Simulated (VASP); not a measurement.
Here is a VASP 6.6.1 calculation.

Contents of INCAR:

```
  PREC = Accurate
  ENCUT = 520
  EDIFF = 1E-6
  ISMEAR = 0
  SIGMA = 0.01
  LREAL = False
  LASPH = True
  NELM = 60
  ALGO = Normal
  ISIF = 2
  LWAVE = False
  LCHARG = False
  GGA = PE
  NBANDS = 15
```

File KPOINTS:

```
regular mesh
0
Gamma
  4 4 4
```

File POSCAR:

```
KBr
1.0
    0.0000000000      3.3022478065      3.3022478065
    3.3352702846      0.0000000000      3.3022478065
    3.3352702846      3.3022478065      0.0000000000
K Br
1 1
Direct
    0.0000000000      0.0000000000      0.0000000000
    0.5000000000      0.5000000000      0.5000000000
```

Potentials or basis: VASP PAW PBE potentials, release 64 (K_sv, Br).

Run with:

```sh
$ cat potpaw_PBE.64/K_sv/POTCAR potpaw_PBE.64/Br/POTCAR > POTCAR
$ mpirun -np 1 vasp_std > vasp.out
```

**Question.** Predict the pressure.

**Answer.** 0.6 GPa.

**Question.** What does it give for the band gap on the k mesh?

**Answer.** 4.40 eV, direct.

Stress tensor (GPa, compression positive):
```
0.36 0.00 0.00
0.00 0.67 0.00
0.00 0.00 0.67
```

Caveat: the cell differs from its parent crystal (uniaxial x strain +1.0%).
